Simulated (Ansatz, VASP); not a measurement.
**BP: VASP beside Ansatz**

File INCAR:

```
PREC = Accurate ; ENCUT = 520
EDIFF = 1E-6 ; ISMEAR = -1
SIGMA = 0.05 ; LREAL = False
LASPH = True ; NELM = 60
ALGO = Normal ; ISIF = 2
LWAVE = False ; LCHARG = False
GGA = B5 ; ALDAX = 1.0
AGGAX = 1.0 ; AGGAC = 1.0
ALDAC = 0.0 ; IVDW = 13
VDW_S6 = 1.0 ; VDW_S8 = 2.34076671
VDW_A1 = 0.44488865 ; VDW_A2 = 4.0933009
NBANDS = 11
```

The input KPOINTS:

```
Automatic mesh
0
Gamma
  10 10 10
```

Contents of POSCAR:

```
BP
1.0
    0.0000000000      2.2226808807      2.2226808807
    2.2226808807      0.0000000000      2.2226808807
    2.2226808807      2.2226808807      0.0000000000
P B
1 1
Direct
    0.7500000000      0.7500000000      0.7500000000
    0.0000000000      0.0000000000      0.0000000000
```

input.yaml

```yaml
crystal:
  lattice:
    - [0.0, 2.2226808807, 2.2226808807]
    - [2.2226808807, 0.0, 2.2226808807]
    - [2.2226808807, 2.2226808807, 0.0]
  atoms:
    - { symbol: P, position: [0.75, 0.75, 0.75] }
    - { symbol: B, position: [0.0, 0.0, 0.0] }
hamiltonian:
  xc: blyp
  pseudopotentials: { kind: paw }
  dispersion: d4
kpoints:
  mp_grid: { grid: [10, 10, 10] }
scf:
  occupations: { method: fermi_dirac, width: 0.05 }
output:
  forces: true
  stress: true
  eigenvalues: true
```

Alike in both runs: task single point; functional BLYP; dispersion D4; k mesh 10 × 10 × 10; occupations fermi-dirac, width 0.05 eV; no spin polarisation.

|  | VASP | Ansatz |
| --- | --- | --- |
| version | VASP 6.6.1 | Ansatz 0.2.0 |
| potentials or method | VASP PAW PBE potentials, release 64 (P, B) | Ansatz PAW |
| plane-wave cutoff (eV) | 520 | 420 |
| valence electrons in the cell | 8 | 8 |

|  | VASP | Ansatz | Ansatz less VASP |
| --- | --- | --- | --- |
| gap on the k mesh at the Fermi level (eV) | 1.47 | 1.44 | -0.027 |
| least direct gap on the mesh (eV) | 3.69 | 3.66 | -0.033 |
| pressure (GPa) | 6.5 | 6.7 | +0.22 |

VASP's potentials were made for PBE, not for BLYP.
